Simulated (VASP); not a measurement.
Runs of VASP 6.6.1 on Al. The structure is that of space group Fd-3m (No. 227), or close to it. The cells are those of the table. 

```tsv
task	cell	k mesh	cutoff (eV)	gap on the mesh (eV)	pressure (GPa)
single point	a = 4.245 Å, angles 60.0°, 2 atoms	10 × 10 × 10	520	none	1.5
single point	a = 4.303 Å, angles 60.0°, 2 atoms	15 × 15 × 15	520	none	0.0
single point	a = 4.303 Å, angles 60.0°, 2 atoms	10 × 10 × 10	520	none	(b)
relaxation of cell and atoms	relaxed from a = 3.987 Å, angles 60.0°, 2 atoms	10 × 10 × 10	600	none	0.0
single point	a = 4.123 Å, angles 60.0°, 2 atoms	10 × 10 × 10	520	none	5.9
single point	a = 4.468 Å, angles 60.0°, 2 atoms	10 × 10 × 10	520	none	-3.2
single point	a = 4.185 Å, angles 60.0°, 2 atoms	10 × 10 × 10	520	none	(a)
single point	a = 4.415 Å, angles 60.0°, 2 atoms	10 × 10 × 10	520	none	-2.4
```

Alike in all rows: level revPBE; potentials or basis VASP PAW PBE potentials, release 64 (Al); no spin polarisation; smearing fermi-dirac 0.1 eV.

Task: Fill in the values left out.

Result: (a) 3.5; (b) -0.1.

Caveats: the PAW data sets were made with another functional, which shifts forces and pressure a little.

A gap of «none» marks levels without a gap at the run's occupations.
